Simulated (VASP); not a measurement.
# Mg (I4_1/amd) in VASP: single point with r2SCAN

Aim: the single point of Mg with r2SCAN.

All numbers are computed with VASP 6.6.1; they aren't measurements. Logs are shortened: lines on timing, memory, paths and dates and some standing lists are left out, and cuts for length are marked.

## 1. The cell of the first run

It takes space group I4_1/amd (No. 141, tetragonal). Conventional cell: a = 5.758 Å, b = 5.758 Å, c = 3.013 Å, α = 90.00°, β = 90.00°, γ = 90.00°. Mg (site symmetry -4m2) has 10 Mg at 2.98 to 3.66 Å within 3.9 Å.

## 2. Single point, r2SCAN

File POSCAR:

```
Mg
1.0
   -2.8789888343      2.8789888343      1.5063623233
    2.8789888343     -2.8789888343      1.5063623233
    2.8789888343      2.8789888343     -1.5063623233
Mg
2
Direct
    0.0000000000      0.0000000000      0.0000000000
    0.7500000000      0.2500000000      0.5000000000
```

File INCAR.step1:

```
SYSTEM = Mg
  PREC = Accurate
  ENCUT = 520
  ISMEAR = 0
  SIGMA = 0.1
  LREAL = .FALSE.
  LASPH = .TRUE.
  NELM = 100
  NBANDS = 9
  GGA = PE
  ALGO = Normal
  EDIFF = 1E-4
  LWAVE = .TRUE.
  LCHARG = .FALSE.
```

File INCAR.step2:

```
SYSTEM = Mg
  PREC = Accurate
  ENCUT = 520
  EDIFF = 1E-7
  ISMEAR = 0
  SIGMA = 0.1
  LREAL = .FALSE.
  LASPH = .TRUE.
  NELM = 100
  ALGO = Normal
  ISIF = 2
  LWAVE = .FALSE.
  LCHARG = .FALSE.
  METAGGA = R2SCAN
  LMIXTAU = .TRUE.
  NBANDS = 9
  ISTART = 1
```

File KPOINTS:

```
Automatic mesh
0
G
  20 20 20
  0 0 0
```

Potentials or basis: VASP PAW PBE potentials, release 64 (Mg).

On the command line:

```console
$ cat potpaw_PBE.64/Mg/POTCAR > POTCAR
$ cp INCAR.step1 INCAR
$ mpirun -np 1 vasp_std > vasp.out
$ cp INCAR.step2 INCAR
$ mpirun -np 1 vasp_std > vasp.out
```

OUTCAR:

```text
SYSTEM = Mg
   PREC = Accurate
   ENCUT = 520
   EDIFF = 1E-7
   ISMEAR = 0
   LREAL = .FALSE.
   LASPH = .TRUE.
   NELM = 100
   ISIF = 2
   METAGGA = R2SCAN
   ISTART = 1

 ion  position               nearest neighbor table
   1  0.000  0.000  0.000-   2 2.98   2 2.98   2 2.98   2 2.98
   2  0.750  0.250  0.500-   1 2.98   1 2.98   1 2.98   1 2.98

  LATTYP: Found a body centered tetragonal cell.
 ALAT       =     5.7579776686
 C/A-ratio  =     0.5232261777

  Lattice vectors:

 A1 = (  -2.8789888343,   2.8789888343,   1.5063623233)
 A2 = (   2.8789888343,  -2.8789888343,   1.5063623233)
 A3 = (   2.8789888343,   2.8789888343,  -1.5063623233)

Analysis of symmetry for initial positions (statically):
=====================================================================
 Subroutine PRICEL returns:
 Original cell was already a primitive cell.

 Routine SETGRP: Setting up the symmetry group for a
 body centered tetragonal supercell.

 Subroutine GETGRP returns: Found 16 space group operations
 (whereof  8 operations were pure point group operations)
 out of a pool of 16 trial point group operations.

The static configuration has the point symmetry D_2d.
 The point group associated with its full space group is D_4h.

Analysis of symmetry for dynamics (positions and initial velocities):
=====================================================================
 Subroutine PRICEL returns:
 Original cell was already a primitive cell.

 Routine SETGRP: Setting up the symmetry group for a
 body centered tetragonal supercell.

 Subroutine GETGRP returns: Found 16 space group operations
 (whereof  8 operations were pure point group operations)
 out of a pool of 16 trial point group operations.

The dynamic configuration has the point symmetry D_2d.
 The point group associated with its full space group is D_4h.

 Subroutine INISYM returns: Found 16 space group operations
 (whereof  8 operations are pure point group operations),
 and found     1 'primitive' translations

----------------------------------------------------------------------------------------

                                     Primitive cell

  volume of cell :      49.9424

  direct lattice vectors                    reciprocal lattice vectors
    -2.878988834  2.878988834  1.506362323     0.000000000  0.173672087  0.331925455
     2.878988834 -2.878988834  1.506362323     0.173672087  0.000000000  0.331925455
     2.878988834  2.878988834 -1.506362323     0.173672087  0.173672087  0.000000000

  length of vectors
     4.341230340  4.341230340  4.341230340     0.374615138  0.374615138  0.245609421

  position of ions in fractional coordinates (direct lattice)
     0.000000000  0.000000000  0.000000000
     0.750000000  0.250000000  0.500000000

  ion indices of the primitive-cell ions
   primitive index   ion index
                 1           1
                 2           2

----------------------------------------------------------------------------------------

 KPOINTS: Automatic mesh

Automatic generation of k-mesh.
 Grid dimensions read from file:
 generate k-points for:   20   20   20

 Generating k-lattice:

  Cartesian coordinates                     Fractional coordinates (reciprocal lattice)
     0.000000000  0.008683604  0.016596273     0.050000000  0.000000000 -0.000000000
     0.008683604  0.000000000  0.016596273     0.000000000  0.050000000 -0.000000000
     0.008683604  0.008683604  0.000000000     0.000000000  0.000000000  0.050000000

  Length of vectors
     0.018730757  0.018730757  0.012280471

  Shift w.r.t. Gamma in fractional coordinates (k-lattice)
     0.000000000  0.000000000  0.000000000

 Subroutine IBZKPT returns following result:
 ===========================================

 Found    641 irreducible k-points:

 Following reciprocal coordinates:
            Coordinates               Weight
  0.000000  0.000000  0.000000      1.000000
  0.050000 -0.000000  0.000000      8.000000
  0.100000 -0.000000  0.000000      8.000000
  0.150000  0.000000  0.000000      8.000000
  0.200000 -0.000000  0.000000      8.000000
  0.250000  0.000000  0.000000      8.000000
[... 16 lines left out ...]
 -0.400000  0.050000  0.000000     16.000000
 -0.350000  0.050000  0.000000     16.000000
 [... further k-points ...]
   k-points           NKPTS =    641   k-points in BZ     NKDIM =    641   number of bands    NBANDS=      9
   number of dos      NEDOS =    301   number of ions     NIONS =      2
   total plane-waves  NPLWV =  32768
   dimension x,y,z NGX =    32 NGY =   32 NGZ =   32
   dimension x,y,z NGXF=    64 NGYF=   64 NGZF=   64
   ions per type =               2
   NGX,Y,Z   is equivalent  to a cutoff of  12.25, 12.25, 12.25 a.u.
   NGXF,Y,Z  is equivalent  to a cutoff of  24.51, 24.51, 24.51 a.u.
 SYSTEM =  Mg
   PREC   = accura    normal or accurate (medium, high low for compatibility)
   ISTART =      1    job   : 0-new  1-cont  2-samecut
   ICHARG =      0    charge: 1-file 2-atom 10-const
   ISPIN  =      1    spin polarized calculation?
   LNONCOLLINEAR =      F non collinear calculations
   LSORBIT =      F    spin-orbit coupling
   LASPH  =      T    aspherical Exc in radial PAW
   ENCUT  =  520.0 eV  38.22 Ry    6.18 a.u.   8.07  8.07  8.07*2*pi/ulx,y,z
   NELM   =    100;   NELMIN=  2; NELMDL=  0     # of ELM steps
   EDIFF  = 0.1E-06   stopping-criterion for ELM
   LREAL  =      F    real-space projection
   EDIFFG = 0.1E-05   stopping-criterion for IOM
   NSW    =      0    number of steps for IOM
   IBRION =     -1    ionic relax: 0-MD 1-quasi-New 2-CG
   NFREE  =      0    steps in history (QN), initial steepest desc. (CG)
   ISIF   =      2    stress and relaxation
   ISYM   =      2    0-nonsym 1-usesym 2-fastsym
   POTIM  = 0.5000    time-step for ionic-motion
   TEBEG  =    0.0;   TEEND  =   0.0 temperature during run
   PSTRESS=    0.0 pullay stress
   NELECT =       4.0000    total number of electrons
   NUPDOWN=      -1.0000    fix difference up-down
   EMIN   =  10.00;   EMAX   =-10.00  energy-range for DOS
   EFERMI =   0.00;   METHOD = LEGACY
   ISMEAR =     0;   SIGMA  =   0.10  broadening in eV -4-tet -1-fermi 0-gaus
   EFERMI_NEDOS =   21; number of points for ismear=-14 and -15
   IALGO  =     38    algorithm
   IMIX   =      4    mixing-type and parameters
     AMIX     =   0.40;   BMIX     =  1.00
     AMIX_MAG =   1.60;   BMIX_MAG =  1.00
  volume/ion in A,a.u.               =      24.97       168.51
  Fermi-wavevector in a.u.,A,eV,Ry     =   0.705675  1.333533  6.775400  0.497978
  Thomas-Fermi vector in A             =   1.791251
   LORBIT       =      0    0 simple, 1 ext, 2 COOP (PROOUT), +10 PAW based schemes
   METAGGA = R2SCAN    functional components
   LHFCALC =     F    Hartree Fock is set to
   AEXX    =    0.0000 exact exchange contribution
   IVDW    =     0    specifies the selected vdW correction
   LEPSILON=     F    determine dielectric tensor
   LRPA    =     F    only Hartree local field effects (RPA)
 non-spin polarized calculation
 Gauss-broadening in eV      SIGMA  =   0.10
  energy-cutoff  :      520.00
  volume of cell :       49.94
 maximum number of plane-waves:      1366
   NGX = 17   NGY = 17   NGZ = 17

 number of electron       4.0000000 magnetization

 Free energy of the ion-electron system (eV)
  ---------------------------------------------------
  ext. energy  EPLUGINS =         0.00000000
  ---------------------------------------------------
  free energy    TOTEN  =        -7.65571624 eV

  energy without entropy =       -7.65107048  energy(sigma->0) =       -7.65339336

 E-fermi :   2.1989     XC(G=0):  -8.7862

 val. band max:        2.1932988786   @ k =  -0.2000   0.4500   0.1500
 cond. band min:       2.2024404818   @ k =  -0.3500   0.4000   0.2000
 fundamental gap:      0.0091416032
 Fermi energy:         2.1989497698

 k-point     1 :       0.0000    0.0000    0.0000
  band No.  band energies     occupation
      1      -4.8443      2.00000
      2       3.9722      0.00000
      3       3.9722      0.00000
      4       5.0300      0.00000
      5       5.3976      0.00000
      6      11.6799      0.00000
      7      13.2675      0.00000
      8      13.7385      0.00000
      9      13.7385      0.00000

 k-point     2 :       0.0500   -0.0000    0.0000
  band No.  band energies     occupation
      1      -4.7876      2.00000
      2       3.8507      0.00000
      3       3.8928      0.00000
      4       5.2588      0.00000
      5       5.5672      0.00000
      6      11.5378      0.00000
      7      12.8348      0.00000
      8      13.7722      0.00000
      9      13.9920      0.00000

 k-point     3 :       0.1000   -0.0000    0.0000
  band No.  band energies     occupation
      1      -4.6177      2.00000
      2       3.6462      0.00000
      3       3.7384      0.00000
      4       5.7848      0.00000
      5       5.9851      0.00000
      6      11.1546      0.00000
      7      11.9968      0.00000
      8      13.4744      0.00000
      9      13.5100      0.00000

 k-point     4 :       0.1500    0.0000    0.0000
  band No.  band energies     occupation
      1      -4.3350      2.00000
      2       3.4925      0.00000
      3       3.6106      0.00000
      4       6.4732      0.00000
      5       6.5200      0.00000
      6      10.5376      0.00000
      7      10.8210      0.00000
      8      12.1693      0.00000
      9      12.4806      0.00000

 k-point     5 :       0.2000   -0.0000    0.0000
  band No.  band energies     occupation
      1      -3.9405      2.00000
      2       3.4260      0.00000
      3       3.5521      0.00000
      4       7.0147      0.00000
      5       7.2842      0.00000
      6       9.2390      0.00000
      7      10.1824      0.00000
      8      10.8711      0.00000
      9      11.7019      0.00000

 k-point     6 :       0.2500    0.0000    0.0000
  band No.  band energies     occupation
      1      -3.4355      2.00000
      2       3.4577      0.00000
      3       3.5763      0.00000
      4       6.8841      0.00000
      5       8.1849      0.00000
      6       8.3265      0.00000
      7       9.7015      0.00000
      8       9.7813      0.00000
      9      11.0830      0.00000
[... 169 lines left out ...]
 k-point    21 :       0.5000    0.0500    0.0000
  band No.  band energies     occupation
      1      -0.1289      2.00000
      2       1.5987      2.00000
      3       3.9877      0.00000
      4       4.7513      0.00000
      5       5.8996      0.00000
      6       6.6618      0.00000
      7       9.2673      0.00000
      8      10.7313      0.00000
      9      13.2567      0.00000

 k-point    22 :      -0.4500    0.0500    0.0000
  band No.  band energies     occupation
      1      -1.0659      2.00000
      2       2.7305      0.00000
      3       3.5865      0.00000
      4       4.4205      0.00000
      5       6.5022      0.00000
      6       7.2706      0.00000
      7       9.3112      0.00000
      8      10.9250      0.00000
      9      12.1509      0.00000

 k-point    23 :      -0.4000    0.0500    0.0000
  band No.  band energies     occupation
      1      -1.9113      2.00000
      2       3.1275      0.00000
      3       3.8723      0.00000
      4       4.3449      0.00000
      5       7.2136      0.00000
      6       7.9641      0.00000
      7       9.4446      0.00000
      8      10.8374      0.00000
      9      11.2660      0.00000

 k-point    24 :      -0.3500    0.0500    0.0000
  band No.  band energies     occupation
      1      -2.6543      2.00000
      2       2.9072      0.00000
      3       3.7881      0.00000
      4       5.4946      0.00000
      5       7.8936      0.00000
      6       8.6997      0.00000
      7       9.4474      0.00000
      8      10.0709      0.00000
      9      10.9995      0.00000

 [... further k-points ...]

------------------------ aborting loop because EDIFF is reached ----------------------------------------

  FORCE on cell =-STRESS in cart. coord.  units (eV):
  Direction    XX          YY          ZZ          XY          YZ          ZX
  --------------------------------------------------------------------------------------
  -------------------------------------------------------------------------------------
  Total       -0.0550560     -0.0550560     -0.0649035      0.0000000      0.0000000      0.0000000
  in kB       -1.7662248     -1.7662248     -2.0821374      0.0000000      0.0000000      0.0000000
  external PRESSURE =      -1.8715290 kB  Pullay stress =       0.0000000 kB

 VOLUME and BASIS-vectors are now :
 -----------------------------------------------------------------------------
  energy-cutoff  :      520.00
  volume of cell :       49.94
      direct lattice vectors                 reciprocal lattice vectors
    -2.878988834  2.878988834  1.506362323     0.000000000  0.173672087  0.331925455
     2.878988834 -2.878988834  1.506362323     0.173672087  0.000000000  0.331925455
     2.878988834  2.878988834 -1.506362323     0.173672087  0.173672087  0.000000000

 POSITION                                       TOTAL-FORCE (eV/Angst)
 -----------------------------------------------------------------------------------
      0.00000      0.00000      0.00000         0.000000      0.000000     -0.000000
     -0.00000      2.87899      0.75318        -0.000000     -0.000000      0.000000
 -----------------------------------------------------------------------------------
    total drift:                                0.000000     -0.000000     -0.000000

  FREE ENERGIE OF THE ION-ELECTRON SYSTEM (eV)
  ---------------------------------------------------
  free  energy   TOTEN  =        -7.6557162355 eV

  energy  without entropy=       -7.6510704798  energy(sigma->0) =       -7.65339336
```

Wall time 5.6 min (1 thread of Intel Xeon Platinum 8488C (Sapphire Rapids), shared host); peak memory 0.4 GiB.

Results:

```yaml
Free_energy: -7.6557 eV
Pressure: -0.2 GPa
Band_gap_on_the_k_mesh: zero (band 2 reaches 5.59 eV, above the bottom of band 3 at -0.01 eV)
```

Caveat: the PAW data sets were made with another functional, which shifts forces and pressure a little.
